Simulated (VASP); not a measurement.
**ZrB: single point with PBE**

ZrB:

```xyz
2
Lattice="3.1704 0.0000 0.0000 0.0000 3.1704 0.0000 0.0000 0.0000 2.7343" Properties=species:S:1:pos:R:3 pbc="T T T"
Zr    1.5852    1.5852    0.0000
B     0.0000    0.0000    1.3671
```

The cell was built from a structure type or drawn by symmetry, and may not be a known phase.

```
Program             : VASP 6.6.1
Task                : single point
Functional          : PBE
Potentials or basis : VASP PAW PBE potentials, release 64 (Zr_sv, B)
Cutoff              : 520 eV
k mesh              : 6 × 6 × 6
Occupations         : gaussian, width 0.1 eV
Spin                : collinear spin
Starting moments    : [1.0, 0.0] μB
```

- Pressure: 0.1 GPa
- Net moment: 0.00 μB per cell
- Valence electrons inside the program's atomic spheres: Zr 9.97; B 1.66

Stress tensor (GPa, compression positive):
```
0.04 0.00 0.00
0.00 0.04 0.00
0.00 0.00 0.11
```

Levels at points of the mesh, in eV from the Fermi level:
Spin up:
| k point | band 5 | band 6 | band 7 | band 8 | band 9 | band 10 | band 11 | band 12 |
| --- | --- | --- | --- | --- | --- | --- | --- | --- |
| (0.00, 0.00, 0.00) | -9.71 | -1.99 | -1.96 | 1.68 | 1.68 | 3.63 | 4.46 | 5.37 |
| (0.50, 0.00, 0.00) | -6.67 | -5.33 | -1.36 | -1.30 | 1.75 | 5.08 | 5.64 | 8.31 |
| (0.50, 0.50, 0.00) | -7.70 | -1.87 | -1.87 | -1.44 | 3.82 | 3.82 | 5.26 | 5.64 |
| (0.00, 0.00, 0.50) | -5.37 | -5.13 | -1.12 | -1.12 | -0.18 | 4.52 | 7.69 | 7.69 |
| (0.50, 0.00, 0.50) | -6.78 | -2.08 | -0.96 | -0.39 | 1.00 | 2.18 | 3.15 | 5.21 |
| (0.50, 0.50, 0.50) | -4.68 | -4.68 | -4.44 | -2.87 | 6.14 | 7.36 | 7.36 | 7.65 |
Spin down:
| k point | band 6 | band 7 | band 8 | band 9 | band 10 | band 11 |
| --- | --- | --- | --- | --- | --- | --- |
| (0.00, 0.00, 0.00) | -1.99 | -1.96 | 1.68 | 1.68 | 3.63 | 4.46 |
| (0.50, 0.00, 0.00) | -5.33 | -1.36 | -1.30 | 1.75 | 5.08 | 5.64 |
| (0.50, 0.50, 0.00) | -1.87 | -1.87 | -1.44 | 3.82 | 3.82 | 5.26 |
| (0.00, 0.00, 0.50) | -5.13 | -1.12 | -1.12 | -0.18 | 4.52 | 7.69 |
| (0.50, 0.00, 0.50) | -2.08 | -0.96 | -0.39 | 1.00 | 2.19 | 3.15 |
| (0.50, 0.50, 0.50) | -4.68 | -4.44 | -2.87 | 6.14 | 7.36 | 7.36 |

Run time: 25 s on 1 thread of AMD EPYC 9R45 96-Core Processor (Zen 5), on a shared host, peak memory 0.13 GiB.

Caveat: the k points lie up to 0.38 Å⁻¹ apart.
